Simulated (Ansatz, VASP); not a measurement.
# Two plane-wave programs on BAs

```
CELL_PARAMETERS angstrom
0.00000 2.39187 2.33877
2.39187 0.00000 2.33877
2.39187 2.39187 0.00000
ATOMIC_POSITIONS crystal
B 0.00000 0.00000 0.00000
As 0.25000 0.25000 0.25000
```

Change from the starting cell: uniaxial_z strain -2.2%.

Alike in both runs: task single point; functional PBE; k mesh 10 × 10 × 10; occupations fermi-dirac, width 0.02 eV; no spin polarisation.

```csv
,VASP,Ansatz
version,VASP 6.6.1,Ansatz 0.2.0
potentials or method,"VASP PAW PBE potentials, release 64 (B, As_d)","plane waves, PAW"
plane-wave cutoff (eV),560,420
valence electrons in the cell,18,18
```

|  | VASP | Ansatz | Ansatz less VASP |
| --- | --- | --- | --- |
| gap on the k mesh at the Fermi level (eV) | 0.83 | 0.83 | -0.002 |
| pressure (GPa) | 5.2 | 5.5 | +0.25 |
| traceless stress, the component that is largest in VASP (GPa) | 3.05 | 3.04 | -0.006 |
